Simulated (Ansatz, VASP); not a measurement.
**Two plane-wave programs on In**

Contents of POSCAR:

```
In
1.0
    3.0837573891      0.0000000000      0.0000000000
    0.0000000000      3.0837573891      0.0000000000
    0.0000000000      0.0000000000      3.0837573891
In
1
Direct
    0.0000000000      0.0000000000      0.0000000000
```

Contents of INCAR.step1:

```
PREC = Accurate
ENCUT = 520
ISMEAR = -1
SIGMA = 0.1
LREAL = F
LASPH = T
NELM = 60
NBANDS = 12
GGA = PE
ALGO = Normal
EDIFF = 1E-4
LWAVE = T
LCHARG = F
```

The input INCAR.step2:

```
PREC = Accurate
ENCUT = 520
EDIFF = 1E-6
ISMEAR = -1
SIGMA = 0.1
LREAL = F
LASPH = T
NELM = 60
ALGO = Normal
ISIF = 2
LWAVE = F
LCHARG = F
METAGGA = R2SCAN
LMIXTAU = T
NBANDS = 12
ISTART = 1
```

Contents of KPOINTS:

```
regular mesh
0
Gamma
  12 12 12
```

Input for Ansatz:

```yaml
crystal:
  lattice:
    - [3.0837573891, 0.0, 0.0]
    - [0.0, 3.0837573891, 0.0]
    - [0.0, 0.0, 3.0837573891]
  atoms:
    - { symbol: In, position: [0.0, 0.0, 0.0] }
hamiltonian:
  xc: r2scan
  pseudopotentials:
    kind: paw
    azcp:
      In: "pseudopotentials/In.paw.azcp"
basis:
  ecutwfc: 500
  fft_grid_basis: typed
kpoints:
  mp_grid: { grid: [12, 12, 12], shift: [0, 0, 0] }
magnetization:
  spin_polarized: false
scf:
  occupations: { method: fermi_dirac, width: 0.1 }
  lower_state_search: "off"
output:
  stress: true
  write_density: true
  write_potential: true
  elf: true
  volumetric_format: npy
```

Alike in both runs: task single point; functional r2SCAN; k mesh 12 × 12 × 12; occupations fermi-dirac, width 0.1 eV; no spin polarisation.

|  | VASP | Ansatz |
| --- | --- | --- |
| version | VASP 6.6.1 | Ansatz 0.2.0 |
| potentials or method | VASP PAW PBE potentials, release 64 (In_d), cutoff 520 eV | plane waves (500 eV) with PAW, scalar-relativistic |
| valence electrons in the cell | 13 | 13 |

|  | VASP | Ansatz | Ansatz less VASP |
| --- | --- | --- | --- |
| pressure (GPa) | -1.5 | -1.5 | 0.00 |

VASP's potentials were made for PBE, not for r2SCAN. With one functional, cell and mesh, what is left measures potentials, basis and numerics.
